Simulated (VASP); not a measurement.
Crystal: ScCu.

```xyz
2
Lattice="3.2560 0.0000 0.0000 0.0000 3.2560 0.0000 0.0000 0.0000 3.2560" Properties=species:S:1:pos:R:3 pbc="T T T"
Sc    1.6280    1.6280    1.6280
Cu    0.0000    0.0000    0.0000
```

```yaml
Program: VASP 6.6.1
Task: relaxation of volume and atoms at fixed shape
Functional: LDA
Potentials_or_basis: VASP PAW LDA potentials, release 64 (Sc_sv, Cu)
Cutoff: 600 eV
k_mesh: 8 × 8 × 8
Occupations: fermi-dirac, width 0.1 eV
Spin: no spin polarisation
```

At the start: pressure -7.0 GPa; volume 17.26 Å³/atom.

Task: Where does the relaxation end?

Result: Over 3 steps the energy falls by 30.7 meV/atom and the volume is 15.96 Å³/atom (-7.5 %); space group Pm-3m (No. 221, to 0.1 Å) before and after.

Step by step:
| step | energy change (eV) | largest force (eV/Å) | pressure (GPa) | volume (Å³) |
| --- | --- | --- | --- | --- |
| 1 | 0.0000 | 0.0000 | -7.03 | 34.52 |
| 2 | -0.0492 | 0.0000 | 3.82 | 30.87 |
| 3 | -0.0613 | 0.0000 | 0.01 | 31.91 |

Final structure:
```yaml
crystal:
  lattice:
    - [3.17198, 0.00000, 0.00000]
    - [0.00000, 3.17198, 0.00000]
    - [0.00000, 0.00000, 3.17198]
  atoms:
    - { symbol: Sc, position: [0.50000, 0.50000, 0.50000] }
    - { symbol: Cu, position: [0.00000, 0.00000, 0.00000] }
```
